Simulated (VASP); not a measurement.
Set up this calculation in VASP 6.6.1, as the native input.

* Task: single point
* Functional: PBE
* Potentials or basis: VASP PAW PBE potentials, release 64 (Sn_d, Te)
* Cutoff: 520 eV
* k mesh: 2 × 2 × 2
* Occupations: methfessel-paxton, width 0.02 eV
* Spin: no spin polarisation
* Dipole correction: no
* Further INCAR settings: ALGO = Normal; EDIFF = 1e-06; NBANDS = 17

The structure of SnTe lies in POSCAR:

```
SnTe
1.0
    4.4559750000      0.0000000000      0.0000000000
    2.2279875000      3.8589875486      0.0000000000
    2.2279875000      1.2863291829      3.6382883522
Sn Te
1 1
Direct
    0.0000000000      0.0000000000      0.0000000000
    0.5000000000      0.5000000000      0.5000000000
```

One way to write it, as run:

INCAR

```
ALGO = Normal ; EDIFF = 1E-6
ENCUT = 520 ; GGA = PE
ISIF = 2 ; ISMEAR = 1
LASPH = True ; LCHARG = False
LREAL = False ; LWAVE = False
NBANDS = 17 ; NELM = 100
PREC = Accurate ; SIGMA = 0.02
```

KPOINTS

```
k-points
0
Gamma
  2 2 2
```

Potentials or basis: VASP PAW PBE potentials, release 64 (Sn_d, Te).

Command:

```sh
$ cat potpaw_PBE.64/Sn_d/POTCAR potpaw_PBE.64/Te/POTCAR > POTCAR
$ mpirun -np 1 vasp_std > vasp.out
```

Results of the run:

```
Pressure               : 5.3 GPa
Band gap on the k mesh : 0.16 eV, direct
```

Caveat: the k points lie up to 0.86 Å⁻¹ apart; spin-orbit coupling is left out, which moves the levels of the heavy elements.

Run time: 12 s on 1 thread of AMD EPYC 7R13, with other jobs on the host, peak memory 0.17 GiB.
